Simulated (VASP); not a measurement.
# Na3ScTlP3 (P1) in VASP: single point with PBE

Aim: the single point of Na3ScTlP3 with PBE.

All numbers are computed with VASP 6.6.1; they aren't measurements. Logs are shortened: lines on timing, memory, paths and dates and some standing lists are left out, and cuts for length are marked.

**1. The cell of the first run**

The typed cell holds 8 atoms: a = 5.306 Å, b = 5.421 Å, c = 8.556 Å, α = 98.12°, β = 83.01°, γ = 90.75°.

**2. Single point, PBE**

The input, INCAR:

```
SYSTEM = Na3ScTlP3
ALGO = Normal
EDIFF = 1E-7
ENCUT = 520
GGA = PE
ISIF = 2
ISMEAR = 0
LASPH = .TRUE.
LCHARG = .FALSE.
LREAL = .FALSE.
LWAVE = .FALSE.
NBANDS = 40
NELM = 100
PREC = Accurate
SIGMA = 0.2
```

The input, KPOINTS:

```
k-points
0
G
  4 4 4
  0 0 0
```

The input, POSCAR:

```
Na3ScTlP3
1.0
    5.2960372386     -0.0237752838      0.3269614958
   -0.0231459686      5.4077277360     -0.3830760212
    0.5143506513     -0.6057918918      8.5194035195
Na Sc Tl P
3 1 1 3
Direct
   -0.0198545375      0.4927989485      0.9318035557
    0.4851090668      0.0284289023      0.9354081931
   -0.0904698904      0.0795552423      0.2944280121
    0.0335382706     -0.0597117804      0.6699923465
    0.5279795633      0.5253440481      0.5697095278
    0.0297763983      0.4176700446      0.5758921419
    0.5549601749      0.0182519061      0.5829450396
   -0.0210390460     -0.0023373117      0.9672168032
```

Potentials or basis: VASP PAW PBE potentials, release 64 (Na_pv, Sc_sv, Tl_d, P).

The run is started by

```
> cat potpaw_PBE.64/Na_pv/POTCAR potpaw_PBE.64/Sc_sv/POTCAR potpaw_PBE.64/Tl_d/POTCAR potpaw_PBE.64/P/POTCAR > POTCAR
> mpirun -np 1 vasp_std > vasp.out
```

OUTCAR:

```text
SYSTEM = Na3ScTlP3
   EDIFF = 1E-7
   ENCUT = 520
   GGA = PE
   ISIF = 2
   ISMEAR = 0
   LASPH = .TRUE.
   LREAL = .FALSE.
   NELM = 100
   PREC = Accurate

 ion  position               nearest neighbor table
   1  0.980  0.493  0.932-   8 2.71   8 2.74
   2  0.485  0.028  0.935-   8 2.67   8 2.68
   3  0.910  0.080  0.294-   8 2.75
   4  0.034  0.940  0.670-   8 2.50   7 2.79   6 2.82   7 2.82   6 2.83   5 3.43   5 3.58
   5  0.528  0.525  0.570-   7 2.66   6 2.70   6 2.74   7 2.77   4 3.43   4 3.58
   6  0.030  0.418  0.576-   5 2.70   5 2.74   4 2.82   4 2.83
   7  0.555  0.018  0.583-   5 2.66   5 2.77   4 2.79   4 2.82
   8  0.979  0.998  0.967-   4 2.50   2 2.67   2 2.68   1 2.71   1 2.74   3 2.75

  LATTYP: Found a triclinic cell.
 ALAT       =     5.4213284572
 B/A-ratio  =     1.3900918647
 C/A-ratio  =     1.9112422426
 COS(alpha) =     0.0026614496
 COS(beta)  =     0.4132908551
 COS(gamma) =     0.7101639724

  Lattice vectors:

 A1 = (   0.0231459686,  -5.4077277360,   0.3830760212)
 A2 = (  -5.2728912700,  -5.3839524522,   0.0561145254)
 A3 = (   4.8048325559,  -4.8257111280,  -7.8093660025)

Analysis of symmetry for initial positions (statically):
=====================================================================
 Subroutine PRICEL returns:
 Original cell was already a primitive cell.

 Routine SETGRP: Setting up the symmetry group for a
 triclinic supercell.

 Subroutine GETGRP returns: Found  1 space group operations
 (whereof  1 operations were pure point group operations)
 out of a pool of  2 trial point group operations.

The static configuration has the point symmetry C_1 .

Analysis of symmetry for dynamics (positions and initial velocities):
=====================================================================
 Subroutine PRICEL returns:
 Original cell was already a primitive cell.

 Routine SETGRP: Setting up the symmetry group for a
 triclinic supercell.

 Subroutine GETGRP returns: Found  1 space group operations
 (whereof  1 operations were pure point group operations)
 out of a pool of  2 trial point group operations.

The dynamic configuration has the point symmetry C_1 .

 Subroutine INISYM returns: Found  1 space group operations
 (whereof  1 operations are pure point group operations),
 and found     1 'primitive' translations

----------------------------------------------------------------------------------------

                                     Primitive cell

  volume of cell :     241.8578

  direct lattice vectors                    reciprocal lattice vectors
     5.296037239 -0.023775284  0.326961496     0.189526850  0.000000639 -0.011442453
    -0.023145969  5.407727736 -0.383076021     0.000018526  0.185856740  0.013214655
     0.514350651 -0.605791892  8.519403520    -0.007272914  0.008357047  0.118412452

  length of vectors
     5.306173717  5.421328457  8.556388066     0.189871948  0.186325938  0.118929577

  position of ions in fractional coordinates (direct lattice)
     0.980145462  0.492798949  0.931803556
     0.485109067  0.028428902  0.935408193
     0.909530110  0.079555242  0.294428012
     0.033538271  0.940288220  0.669992347
     0.527979563  0.525344048  0.569709528
     0.029776398  0.417670045  0.575892142
     0.554960175  0.018251906  0.582945040
     0.978960954  0.997662688  0.967216803

  ion indices of the primitive-cell ions
   primitive index   ion index
                 1           1
                 2           2
                 3           3
                 4           4
                 5           5
                 6           6
                 7           7
                 8           8

----------------------------------------------------------------------------------------

 KPOINTS: k-points

Automatic generation of k-mesh.
 Grid dimensions read from file:
 generate k-points for:    4    4    4

 Generating k-lattice:

  Cartesian coordinates                     Fractional coordinates (reciprocal lattice)
     0.047381713  0.000000160 -0.002860613     0.250000000  0.000000000  0.000000000
     0.000004631  0.046464185  0.003303664     0.000000000  0.250000000  0.000000000
    -0.001818228  0.002089262  0.029603113     0.000000000 -0.000000000  0.250000000

  Length of vectors
     0.047467987  0.046581484  0.029732394

  Shift w.r.t. Gamma in fractional coordinates (k-lattice)
     0.000000000  0.000000000  0.000000000

 Subroutine IBZKPT returns following result:
 ===========================================

 Found     36 irreducible k-points:

 Following reciprocal coordinates:
            Coordinates               Weight
  0.000000  0.000000  0.000000      1.000000
  0.250000  0.000000  0.000000      2.000000
  0.500000  0.000000  0.000000      1.000000
  0.000000  0.250000  0.000000      2.000000
  0.250000  0.250000  0.000000      2.000000
  0.500000  0.250000  0.000000      2.000000
[... 16 lines left out ...]
 -0.000000 -0.250000  0.250000      2.000000
  0.250000 -0.250000  0.250000      2.000000
 [... further k-points ...]
   k-points           NKPTS =     36   k-points in BZ     NKDIM =     36   number of bands    NBANDS=     40
   number of dos      NEDOS =    301   number of ions     NIONS =      8
   total plane-waves  NPLWV = 102400
   dimension x,y,z NGX =    40 NGY =   40 NGZ =   64
   dimension x,y,z NGXF=    80 NGYF=   80 NGZF=  128
   ions per type =               3   1   1   3
   NGX,Y,Z   is equivalent  to a cutoff of  12.53, 12.27, 12.43 a.u.
   NGXF,Y,Z  is equivalent  to a cutoff of  25.06, 24.53, 24.87 a.u.
 SYSTEM =  Na3ScTlP3
   PREC   = accura    normal or accurate (medium, high low for compatibility)
   ISTART =      0    job   : 0-new  1-cont  2-samecut
   ICHARG =      2    charge: 1-file 2-atom 10-const
   ISPIN  =      1    spin polarized calculation?
   LNONCOLLINEAR =      F non collinear calculations
   LSORBIT =      F    spin-orbit coupling
   LASPH  =      T    aspherical Exc in radial PAW
   ENCUT  =  520.0 eV  38.22 Ry    6.18 a.u.   9.87 10.08 15.91*2*pi/ulx,y,z
   NELM   =    100;   NELMIN=  2; NELMDL= -5     # of ELM steps
   EDIFF  = 0.1E-06   stopping-criterion for ELM
   LREAL  =      F    real-space projection
   EDIFFG = 0.1E-05   stopping-criterion for IOM
   NSW    =      0    number of steps for IOM
   IBRION =     -1    ionic relax: 0-MD 1-quasi-New 2-CG
   NFREE  =      0    steps in history (QN), initial steepest desc. (CG)
   ISIF   =      2    stress and relaxation
   ISYM   =      2    0-nonsym 1-usesym 2-fastsym
   POTIM  = 0.5000    time-step for ionic-motion
   TEBEG  =    0.0;   TEEND  =   0.0 temperature during run
   PSTRESS=    0.0 pullay stress
   NELECT =      60.0000    total number of electrons
   NUPDOWN=      -1.0000    fix difference up-down
   EMIN   =  10.00;   EMAX   =-10.00  energy-range for DOS
   EFERMI =   0.00;   METHOD = LEGACY
   ISMEAR =     0;   SIGMA  =   0.20  broadening in eV -4-tet -1-fermi 0-gaus
   EFERMI_NEDOS =   21; number of points for ismear=-14 and -15
   IALGO  =     38    algorithm
   IMIX   =      4    mixing-type and parameters
     AMIX     =   0.40;   BMIX     =  1.00
     AMIX_MAG =   1.60;   BMIX_MAG =  1.00
  volume/ion in A,a.u.               =      30.23       204.02
  Fermi-wavevector in a.u.,A,eV,Ry     =   1.028660  1.943886 14.396889  1.058141
  Thomas-Fermi vector in A             =   2.162668
   LORBIT       =      0    0 simple, 1 ext, 2 COOP (PROOUT), +10 PAW based schemes
   GGA     = PE    functional components
   LHFCALC =     F    Hartree Fock is set to
   AEXX    =    0.0000 exact exchange contribution
   IVDW    =     0    specifies the selected vdW correction
   LEPSILON=     F    determine dielectric tensor
   LRPA    =     F    only Hartree local field effects (RPA)
 non-spin polarized calculation
 Gauss-broadening in eV      SIGMA  =   0.20
  energy-cutoff  :      520.00
  volume of cell :      241.86
 maximum number of plane-waves:      6538
   NGX = 19   NGY = 21   NGZ = 31

 number of electron      60.0000013 magnetization

 Free energy of the ion-electron system (eV)
  ---------------------------------------------------
  ext. energy  EPLUGINS =         0.00000000
  ---------------------------------------------------
  free energy    TOTEN  =       -31.08771003 eV

  energy without entropy =      -31.07478766  energy(sigma->0) =      -31.08124884

 E-fermi :   1.6586     XC(G=0):  -7.4587

 val. band max:        1.4605118509   @ k =   0.2500  -0.2500   0.2500
 cond. band min:       1.8461621589   @ k =   0.0000   0.2500   0.0000
 fundamental gap:      0.3856503080
 Fermi energy:         1.6585900214

 k-point     1 :       0.0000    0.0000    0.0000
  band No.  band energies     occupation
      1     -47.6649      2.00000
      2     -26.3204      2.00000
      3     -26.2878      2.00000
      4     -26.2665      2.00000
      5     -22.2352      2.00000
      6     -22.1867      2.00000
[... 32 lines left out ...]
     39       5.5894      0.00000
     40       6.2859      0.00000

 k-point     2 :       0.2500    0.0000    0.0000
  band No.  band energies     occupation
      1     -47.6649      2.00000
      2     -26.3204      2.00000
      3     -26.2888      2.00000
      4     -26.2665      2.00000
      5     -22.2352      2.00000
      6     -22.1868      2.00000
[... 32 lines left out ...]
     39       6.0362      0.00000
     40       6.3126      0.00000

 k-point     3 :       0.5000    0.0000    0.0000
  band No.  band energies     occupation
      1     -47.6649      2.00000
      2     -26.3203      2.00000
      3     -26.2899      2.00000
      4     -26.2664      2.00000
      5     -22.2353      2.00000
      6     -22.1869      2.00000
[... 853 lines left out ...]
  band No.  band energies     occupation
      1     -47.6649      2.00000
      2     -26.3210      2.00000
      3     -26.2877      2.00000
      4     -26.2668      2.00000
      5     -22.2353      2.00000
      6     -22.1868      2.00000
[... 32 lines left out ...]
     39       5.9963      0.00000
     40       6.2963      0.00000

 k-point    24 :       0.2500   -0.2500    0.2500
  band No.  band energies     occupation
      1     -47.6649      2.00000
      2     -26.3209      2.00000
      3     -26.2888      2.00000
      4     -26.2667      2.00000
      5     -22.2353      2.00000
      6     -22.1868      2.00000
[... 32 lines left out ...]
     39       6.1087      0.00000
     40       6.4738      0.00000

 [... further k-points ...]

------------------------ aborting loop because EDIFF is reached ----------------------------------------

  FORCE on cell =-STRESS in cart. coord.  units (eV):
  Direction    XX          YY          ZZ          XY          YZ          ZX
  --------------------------------------------------------------------------------------
  -------------------------------------------------------------------------------------
  Total        0.1091594      0.0993884      0.0734665     -0.0255493     -0.0544724      0.0412901
  in kB        0.7231222      0.6583944      0.4866759     -0.1692506     -0.3608502      0.2735244
  external PRESSURE =       0.6227308 kB  Pullay stress =       0.0000000 kB

 VOLUME and BASIS-vectors are now :
 -----------------------------------------------------------------------------
  energy-cutoff  :      520.00
  volume of cell :      241.86
      direct lattice vectors                 reciprocal lattice vectors
     5.296037239 -0.023775284  0.326961496     0.189526850  0.000000639 -0.011442453
    -0.023145969  5.407727736 -0.383076021     0.000018526  0.185856740  0.013214655
     0.514350651 -0.605791892  8.519403520    -0.007272914  0.008357047  0.118412452

 POSITION                                       TOTAL-FORCE (eV/Angst)
 -----------------------------------------------------------------------------------
      5.65875      2.07714      8.07010         0.001308     -0.006451     -0.006926
      3.04963     -0.42446      8.11684        -0.002267      0.003645      0.008158
      4.96650      0.23023      2.77526        -0.003053      0.000869      0.003210
      0.50047      4.67815      5.35870         0.006644     -0.001942     -0.013004
      3.07707      2.48324      4.82497         0.019426     -0.008989     -0.007293
      0.44424      1.90907      4.75599        -0.012790      0.008554      0.004439
      3.23851     -0.26764      5.14080        -0.007364      0.003232     -0.006046
      5.65901      4.78588      8.17801        -0.001905      0.001082      0.017462
 -----------------------------------------------------------------------------------
    total drift:                               -0.000028      0.001691      0.000299

  FREE ENERGIE OF THE ION-ELECTRON SYSTEM (eV)
  ---------------------------------------------------
  free  energy   TOTEN  =       -31.0877100286 eV

  energy  without entropy=      -31.0747876564  energy(sigma->0) =      -31.08124884
```

It took 7.1 min on 1 thread of Intel Xeon Platinum 8259CL at 2.50GHz (Skylake/Cascade Lake), shared host; peak memory 0.53 GiB.

Results:

```
Free energy            : -31.0877 eV
Pressure               : 0.1 GPa
Largest force          : 0.023 eV/Å
Band gap on the k mesh : zero (bands 30 and 31 overlap by 0.84 eV)
```

Forces in eV/Å, atoms in the order of the input:
```
Na   0.001 -0.006 -0.007
Na  -0.002  0.004  0.008
Na  -0.003  0.001  0.003
Sc   0.007 -0.002 -0.013
Tl   0.019 -0.009 -0.007
P   -0.013  0.009  0.004
P   -0.007  0.003 -0.006
P   -0.002  0.001  0.017
```

Caveat: spin-orbit coupling is left out, which moves the levels of the heavy elements.

The gap in the log of VASP goes by the Fermi energy; the results here count the filled bands.